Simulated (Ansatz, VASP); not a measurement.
## Cs: VASP beside Ansatz

File INCAR:

```
SYSTEM = Cs
PREC = Accurate
ENCUT = 520
EDIFF = 1E-8
ISMEAR = -1
SIGMA = 0.05
LREAL = .FALSE.
LASPH = .TRUE.
NELM = 100
ALGO = Normal
ISIF = 2
LWAVE = .FALSE.
LCHARG = .FALSE.
GGA = PE
LEFG = .TRUE.
NBANDS = 10
```

Contents of KPOINTS:

```
regular mesh
0
G
  9 9 9
  0 0 0
```

File POSCAR:

```
Cs
1.0
   -3.0524276889      3.0524276889      3.0524276889
    3.0524276889     -3.0524276889      3.0524276889
    3.0524276889      3.0524276889     -3.0524276889
Cs
1
Direct
    0.0000000000      0.0000000000      0.0000000000
```

Input for Ansatz:

```yaml
crystal:
  lattice:
    - [-3.0524276889, 3.0524276889, 3.0524276889]
    - [3.0524276889, -3.0524276889, 3.0524276889]
    - [3.0524276889, 3.0524276889, -3.0524276889]
  atoms:
    - { symbol: Cs, position: [0.0, 0.0, 0.0] }
kpoints:
  mp_grid: { grid: [9, 9, 9] }
scf:
  occupations: { method: fermi_dirac, width: 0.05 }
hamiltonian:
  xc: pbe
  pseudopotentials: { kind: paw }
output:
  forces: true
  stress: true
  eigenvalues: true
  efg: { contact_densities: true }
```

Change from the starting cell: volume scaled by 1.03, PAW files.

Alike in both runs: task electric field gradients; functional PBE; k mesh 9 × 9 × 9; occupations fermi-dirac, width 0.05 eV; no spin polarisation.

|  | VASP | Ansatz |
| --- | --- | --- |
| version | VASP 6.6.1 | Ansatz 0.2.0 |
| potentials or method | VASP PAW PBE potentials, release 64 (Cs_sv) | PAW with Ansatz's default frozen-core files, scalar-relativistic |
| plane-wave cutoff (eV) | 520 | 420 |
| valence electrons in the cell | 9 | 9 |

|  | VASP | Ansatz | Ansatz less VASP |
| --- | --- | --- | --- |
| pressure (GPa) | 0.0 | 0.1 | +0.01 |

Neither program's run includes spin-orbit coupling.
